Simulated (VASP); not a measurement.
Wanted: the native input for a VASP 6.6.1 run.

```
Task                   : single point
Functional             : PBE
Potentials or basis    : VASP PAW PBE potentials, release 64 (V_sv)
Cutoff                 : 520 eV
k mesh                 : 9 × 9 × 9
Occupations            : fermi-dirac, width 0.05 eV
Spin                   : collinear spin, ferromagnetic start
Starting moments       : [2.0] μB
Dipole correction      : no
Further INCAR settings : ALGO = Fast; EDIFF = 1e-07; NBANDS = 16
```

The structure of V lies in POSCAR:

```
V
1.0
   -1.4992065000      1.4992065000      1.5143500000
    1.4992065000     -1.4992065000      1.5143500000
    1.4992065000      1.4992065000     -1.5143500000
V
1
Direct
    0.0000000000      0.0000000000      0.0000000000
```

The input as run:

INCAR

```
PREC     = Accurate       # precision mode
ENCUT    = 520            # plane-wave cutoff, eV
EDIFF    = 1E-7           # SCF threshold, eV
ISMEAR   = -1             # smearing method
SIGMA    = 0.05           # smearing width, eV
LREAL    = F              # projectors in reciprocal space
LASPH    = T              # aspherical terms in the spheres
NELM     = 150            # most SCF steps
ALGO     = Fast           # electronic algorithm
ISIF     = 2              # what is computed and relaxed
LWAVE    = F              # write WAVECAR
LCHARG   = F              # write CHGCAR
ISPIN    = 2              # spin polarisation
MAGMOM   = 2              # initial moments
LORBIT   = 11             # projections on sites
LMAXMIX  = 4              # l up to which the mixer works
GGA      = PE             # functional
NBANDS   = 16             # bands
```

KPOINTS

```
regular mesh
0
Gamma
  9 9 9
```

Potentials or basis: VASP PAW PBE potentials, release 64 (V_sv).

The run is started by

```bash
$ cat potpaw_PBE.64/V_sv/POTCAR > POTCAR
$ mpirun -np 1 vasp_std > vasp.out
```

It gave:

```
Pressure                                              : -2.2 GPa
Net moment                                            : 0.03 μB per cell
Site moments                                          : V +0.02 μB
Valence electrons inside the program's atomic spheres : V 11.64
```

It took 2.2 min on 1 thread of AMD EPYC 7R13, with other jobs on the host, peak memory 0.11 GiB.
